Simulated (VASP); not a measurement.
Wanted: the native input for a VASP 6.6.1 run.

* Task: single point
* Functional: r2SCAN
* Potentials or basis: VASP PAW PBE potentials, release 64 (Hg, Te)
* Cutoff: 520 eV
* k mesh: 5 × 5 × 5
* Occupations: fermi-dirac, width 0.05 eV
* Spin: non-collinear spin, zero start, spin-orbit coupling
* Starting moments: [[0.0, 0.0, 0.0], [0.0, 0.0, 0.0]] μB
* Dipole correction: no
* Further INCAR settings: ALGO = Normal; EDIFF = 1e-07; NBANDS = 30

The system is HgTe.

```
CELL_PARAMETERS angstrom
0.00000 3.18000 3.18000
3.18000 0.00000 3.18000
3.18000 3.18000 0.00000
ATOMIC_POSITIONS crystal
Hg 0.00000 0.00000 0.00000
Te 0.50000 0.50000 0.50000
```

These files were run (other wordings do the same):

POSCAR

```
HgTe
1.0
    0.0000000000      3.1800000000      3.1800000000
    3.1800000000      0.0000000000      3.1800000000
    3.1800000000      3.1800000000      0.0000000000
Hg Te
1 1
Direct
    0.0000000000      0.0000000000      0.0000000000
    0.5000000000      0.5000000000      0.5000000000
```

INCAR.step1

```
SYSTEM = HgTe
PREC = Accurate ; ENCUT = 520
ISMEAR = -1 ; SIGMA = 0.05
LREAL = .False. ; LASPH = .True.
NELM = 150 ; LNONCOLLINEAR = .True.
MAGMOM = 0 0 0 0 0 0 ; LSORBIT = .True.
GGA_COMPAT = .False. ; NBANDS = 30
GGA = PE ; ALGO = Normal
EDIFF = 1E-4 ; LWAVE = .True.
LCHARG = .False.
```

INCAR.step2

```
SYSTEM = HgTe
PREC = Accurate ; ENCUT = 520
EDIFF = 1E-7 ; ISMEAR = -1
SIGMA = 0.05 ; LREAL = .False.
LASPH = .True. ; NELM = 150
ALGO = Normal ; ISIF = 2
LWAVE = .False. ; LCHARG = .False.
LNONCOLLINEAR = .True. ; MAGMOM = 0 0 0 0 0 0
LORBIT = 11 ; LSORBIT = .True.
GGA_COMPAT = .False. ; LORBMOM = .True.
METAGGA = R2SCAN ; LMIXTAU = .True.
NBANDS = 30 ; ISTART = 1
```

KPOINTS

```
Automatic mesh
0
Gamma
  5 5 5
  0 0 0
```

Potentials or basis: VASP PAW PBE potentials, release 64 (Hg, Te).

The run is started by

```console
$ cat potpaw_PBE.64/Hg/POTCAR potpaw_PBE.64/Te/POTCAR > POTCAR
$ cp INCAR.step1 INCAR
$ mpirun -np 1 vasp_ncl > vasp.out
$ cp INCAR.step2 INCAR
$ mpirun -np 1 vasp_ncl > vasp.out
```

Results of the run:

```
Pressure                                              : -4.8 GPa
Net moment                                            : 0.00 μB per cell
Valence electrons inside the program's atomic spheres : Hg 10.36; Te 3.30
```

Caveat: the PAW data sets were made with another functional, which shifts forces and pressure a little.

Run time: 6.8 min on 1 thread of AMD EPYC 9R45 (Zen 5) (shared host), peak memory 0.42 GiB.
